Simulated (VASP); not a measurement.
TaSi2, 9 atoms in the cell. It takes space group C2 (No. 5, monoclinic). The conventional cell has a = 8.324 Å, b = 4.806 Å, c = 6.600 Å, α = 90.00°, β = 90.00°, γ = 90.00°. Ta (site symmetry 2) has 10 Si at 2.52 to 2.93 Å and 4 Ta at 3.18 to 3.34 Å within 3.4 Å. Within 3.5 Å of Ta (site symmetry 1) lie 10 Si at 2.62 to 2.84 Å and 4 Ta at 3.18 to 3.34 Å. Within 3.4 Å of Si (site symmetry 1) lie 5 Ta at 2.56 to 2.93 Å and 9 Si at 2.57 to 3.34 Å. Within 3.4 Å of Si (site symmetry 1) lie 9 Si at 2.57 to 3.34 Å and 5 Ta at 2.62 to 2.84 Å. Si (site symmetry 1) has 5 Ta at 2.52 to 2.84 Å and 9 Si at 2.57 to 3.34 Å within 3.4 Å.  This cell differs from its parent crystal: atom 1 (Ta) moved by -0.216 Å along [1 0 0] and +0.000 Å along [0 0 1].

- Program: VASP 6.6.1
- Task: single point
- Functional: PBE
- Potentials or basis: VASP PAW PBE potentials, release 64 (Ta_pv, Si)
- Cutoff: 520 eV
- k mesh: 9 × 9 × 6
- Occupations: gaussian, width 0.15 eV
- Spin: no spin polarisation
- Dipole correction: no
- Further INCAR settings: ALGO = Normal; EDIFF = 1e-06; NBANDS = 38

Potentials or basis: VASP PAW PBE potentials, release 64 (Ta_pv, Si).

The run is started by

```bash
$ cat potpaw_PBE.64/Ta_pv/POTCAR potpaw_PBE.64/Si/POTCAR > POTCAR
$ mpirun -np 1 vasp_std > vasp.out
```

Hardware: 1 thread of Intel(R) Xeon(R) 6975P-C (Granite Rapids), on a shared host.

Task: Estimate the wall time of this run.

Result: Run time: 4.5 min on 1 thread of Intel(R) Xeon(R) 6975P-C (Granite Rapids), with other jobs on the host, peak memory 0.62 GiB. Counts: scf iterations 14, k points 140.
